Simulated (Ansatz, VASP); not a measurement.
# WS2: VASP beside Ansatz

```
CELL_PARAMETERS angstrom
2.98849 0.00000 0.00000
-1.49424 2.58811 0.00000
0.00000 0.00000 16.95342
ATOMIC_POSITIONS crystal
W 0.33333 0.66667 0.00000
S 0.66667 0.33333 0.90758
S 0.66667 0.33333 0.09242
```

Change from the starting cell: strain -0.050 along x and y, +0.000 along z, atoms carried along.

Alike in both runs: task single point; functional PBEsol; k mesh 12 × 12 × 2; occupations gaussian, width 0.05 eV; no spin polarisation.

|  | VASP | Ansatz |
| --- | --- | --- |
| version | VASP 6.6.1 | Ansatz 0.2.0 |
| potentials or method | VASP PAW PBE potentials, release 64 (W_sv, S), cutoff 520 eV | scalar-relativistic, plane waves, PAW |
| valence electrons in the cell | 26 | 26 |

```tsv
	VASP	Ansatz	Ansatz less VASP
gap on the k mesh at the Fermi level (eV)	1.94	1.94	-0.002
least direct gap on the mesh (eV)	2.64	2.63	-0.007
rms of the force components (eV/Å)	0.672	0.660	-0.0129
```

VASP's potentials were made for PBE, not for PBEsol. Atom by atom the forces differ by 0.013 eV/Å (rms over components). The functional is the same, so the differences come from potentials, cutoffs and numerics.

Spin-orbit coupling is off throughout.
